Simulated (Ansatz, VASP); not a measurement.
HfO2 in VASP and in Ansatz

Contents of INCAR:

```
SYSTEM = HfO2
PREC = Accurate ; ENCUT = 520
EDIFF = 1E-6 ; ISMEAR = 0
SIGMA = 0.05 ; LREAL = .FALSE.
LASPH = .TRUE. ; NELM = 60
ALGO = Normal ; ISIF = 2
LWAVE = .FALSE. ; LCHARG = .FALSE.
GGA = PS ; NBANDS = 18
```

File KPOINTS:

```
regular mesh
0
G
  8 8 8
  0 0 0
```

The input POSCAR:

```
HfO2
1.0
    0.0000000000      2.5721283638      2.5216944743
    2.4712605848      0.0000000000      2.5216944743
    2.4712605848      2.5721283638      0.0000000000
Hf O
1 2
Direct
    0.0000000000      0.0000000000      0.0000000000
    0.2500000000      0.2500000000      0.2500000000
    0.7500000000      0.7500000000      0.7500000000
```

Input for Ansatz:

```yaml
crystal:
  lattice:
    - [0.0, 2.5721283638, 2.5216944743]
    - [2.4712605848, 0.0, 2.5216944743]
    - [2.4712605848, 2.5721283638, 0.0]
  atoms:
    - { symbol: Hf, position: [0.0, 0.0, 0.0] }
    - { symbol: O, position: [0.25, 0.25, 0.25] }
    - { symbol: O, position: [0.75, 0.75, 0.75] }
basis:
  ecutwfc: 520.0
kpoints:
  mp_grid: { grid: [8, 8, 8] }
hamiltonian:
  xc: pbesol
scf:
  occupations: { method: gaussian, width: 0.05 }
output:
  forces: true
  stress: true
  eigenvalues: true
  write_density: true
  write_potential: true
  elf: true
  volumetric_format: npy
```

Change from the starting cell: normal strain along x -0.0200, normal strain along y +0.0200.

Alike in both runs: task single point; functional PBEsol; k mesh 8 × 8 × 8; occupations gaussian, width 0.05 eV; no spin polarisation.

|  | VASP | Ansatz |
| --- | --- | --- |
| version | VASP 6.6.1 | Ansatz 0.2.0 |
| potentials or method | VASP PAW PBE potentials, release 64 (Hf_pv, O), cutoff 520 eV | scalar-relativistic, plane waves, PAW |
| valence electrons in the cell | 22 | 38 |

Ansatz gave:

- gap on the k mesh at the Fermi level (eV): 3.35
- least direct gap on the mesh (eV): 3.43
- pressure (GPa): 0.2
- traceless stress, the component that is largest in VASP (GPa): 9.40

Question: Estimate VASP's values.

Answer: gap on the k mesh at the Fermi level (eV): 3.35; least direct gap on the mesh (eV): 3.45; pressure (GPa): -3.5; traceless stress, the component that is largest in VASP (GPa): 9.57.

VASP's potentials were made for PBE, not for PBEsol. VASP's potentials hold 22 valence electrons a cell and Ansatz's 38, so a difference there can come from the potentials and not from the codes.

Neither program's run includes spin-orbit coupling.
